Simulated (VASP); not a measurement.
Here is a VASP 6.6.1 calculation.

INCAR

```
PREC = Accurate ; ENCUT = 1000
EDIFF = 1E-8 ; ISMEAR = -1
SIGMA = 0.03 ; LREAL = F
LASPH = T ; NELM = 120
ALGO = Normal ; ISIF = 2
LWAVE = F ; LCHARG = F
GGA = PS ; LEFG = T
NBANDS = 28 ; GGA_COMPAT = F
```

The input KPOINTS:

```
Automatic mesh
0
Gamma
  7 7 7
```

The input POSCAR:

```
BaTiO3
1.0
    3.9598020000      0.0000000000      0.0000000000
    0.0000000000      3.9598020000      0.0000000000
    0.0000000000      0.0000000000      4.0180000000
Ba Ti O
1 1 3
Direct
    0.0000000000      0.0000000000      0.0000000000
    0.5000000000      0.5000000000      0.5000000000
    0.5000000000      0.5000000000      0.0000000000
    0.5000000000      0.0000000000      0.5000000000
    0.0000000000      0.5000000000      0.5000000000
```

Potentials or basis: VASP PAW PBE potentials, release 64 (Ba_sv, Ti_sv, O_h).

The run is started by

```bash
$ cat potpaw_PBE.64/Ba_sv/POTCAR potpaw_PBE.64/Ti_sv/POTCAR potpaw_PBE.64/O_h/POTCAR > POTCAR
$ mpirun -np 1 vasp_std > vasp.out
```

Question: Predict the band gap on the k mesh.

Answer: 1.79 eV (least direct gap 1.85 eV).

Question: What does it give for the pressure?

Answer: 0.8 GPa.

Stress tensor (GPa, compression positive):
```
 1.83  0.00  0.00
 0.00  1.83  0.00
 0.00  0.00 -1.13
```

Caveat: the cell differs from its parent crystal (equal xx and yy strain of -1 %); without QUAD_EFG the Cq values of the log hold for a quadrupole moment of 1 mb, not for the nuclei; the PAW data sets were made with another functional, which shifts forces and pressure a little; spin-orbit coupling is left out, which moves the levels of the heavy elements. A k mesh can miss the band edges.
